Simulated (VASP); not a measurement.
Crystal: RbBr.

```
CELL_PARAMETERS angstrom
4.12608 0.00000 0.00000
0.00000 4.12608 0.00000
0.00000 0.00000 4.12608
ATOMIC_POSITIONS crystal
Rb 0.00000 0.00000 0.00000
Br 0.50000 0.50000 0.50000
```

Base run:

```yaml
Program: VASP 6.6.1
Functional: PBE-based screened hybrid with 20 % exact exchange
Potentials_or_basis: VASP PAW PBE potentials, release 64 (Rb_sv, Br)
Cutoff: 520 eV
k_mesh: 4 × 4 × 4
Occupations: fermi-dirac, width 0.05 eV
Spin: no spin polarisation
```

Its results: band gap on the k mesh 5.04 eV (least direct gap 5.20 eV); pressure 0.5 GPa.

**Question.** The run is repeated on the same cell with these changes: functional from PBE-based screened hybrid with 20 % exact exchange to PBE; k mesh from 4 × 4 × 4 to 7 × 7 × 7. What comes out?

**Answer.** Band gap on the k mesh 4.10 eV (least direct gap 4.23 eV); pressure 0.8 GPa.

Several settings changed at once.

Caveats: the PAW data sets were made with another functional, which shifts forces and pressure a little (at least some runs); an odd mesh through Γ misses points on the zone boundary, where band edges can lie (at least some runs).
